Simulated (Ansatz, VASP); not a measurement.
# One calculation of Cu, two programs

```
Cu
1.0
    -0.00443    1.78843    1.83853
     1.82291   -0.01749    1.85160
     1.78282    1.76140    0.02260
Cu
1
Direct
  0.00000 0.00000 0.00000
```

Alike in both runs: task relaxation of cell and atoms; functional LDA; k mesh 13 × 12 × 13; occupations fermi-dirac, width 0.05 eV; no spin polarisation.

|  | VASP | Ansatz |
| --- | --- | --- |
| version | VASP 6.6.1 | Ansatz 0.2.0 |
| potentials or method | VASP PAW LDA potentials, release 64 (Cu) | Ansatz PAW |
| plane-wave cutoff (eV) | 600 | 420 |
| valence electrons in the cell | 11 | 19 |

```tsv
	VASP	Ansatz	Ansatz less VASP
gap on the k mesh at the Fermi level, each at its own relaxed structure (eV)	none	none	-
relaxed volume (Å³/atom)	10.94	10.89	-0.050
relaxed cell length with the largest relative difference (Å)	2.505	2.499	-0.0053
```

LDA's correlation is that of Perdew and Zunger in VASP and of Perdew and Wang (1992) in Ansatz. A gap of «none» marks a metal or a gap that the smearing closes. VASP's potentials hold 11 valence electrons a cell and Ansatz's 19, so a difference there can come from the potentials and not from the codes.

Noted on Ansatz's run: the plane-wave basis is chosen anew once the cell has moved, so the energies of steps on either side of that aren't comparable.
